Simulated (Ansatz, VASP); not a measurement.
# Two plane-wave programs on CoSi3

```
Si Co
1.0
     0.00000    2.94834    2.94834
     2.94834    0.00000    2.94834
     2.94834    2.94834    0.00000
Si Co
3 1
Direct
  0.25000 0.25000 0.25000
  0.75000 0.75000 0.75000
  0.50000 0.50000 0.50000
  0.00000 0.00000 0.00000
```

Alike in both runs: task single point; functional PBE; k mesh 12 × 12 × 12; occupations gaussian, width 0.1 eV; collinear spin.

|  | VASP | Ansatz |
| --- | --- | --- |
| version | VASP 6.6.1 | Ansatz 0.2.0 |
| potentials or method | VASP PAW PBE potentials, release 64 (Si, Co), cutoff 520 eV | scalar-relativistic, plane waves, PAW |
| valence electrons in the cell | 21 | 29 |

VASP gave:

```
gap on the k mesh at the Fermi level (eV)                     : none
pressure (GPa)                                                : -0.1
net moment per atom (μB)                                      : 0.05
size of the moment on the site where the two differ most (μB) : 0.19
```

Task: Which values does Ansatz return?

Result: gap on the k mesh at the Fermi level (eV): none; pressure (GPa): 0.0; net moment per atom (μB): 0.05; size of the moment on the site where the two differ most (μB): 0.22.

Site moments also hang on the region over which each program counts them. A gap of «none» marks a metal or a gap that the smearing closes. The functional is the same, so the differences come from potentials, cutoffs and numerics. VASP's potentials hold 21 valence electrons a cell and Ansatz's 29, so a difference there can come from the potentials and not from the codes.
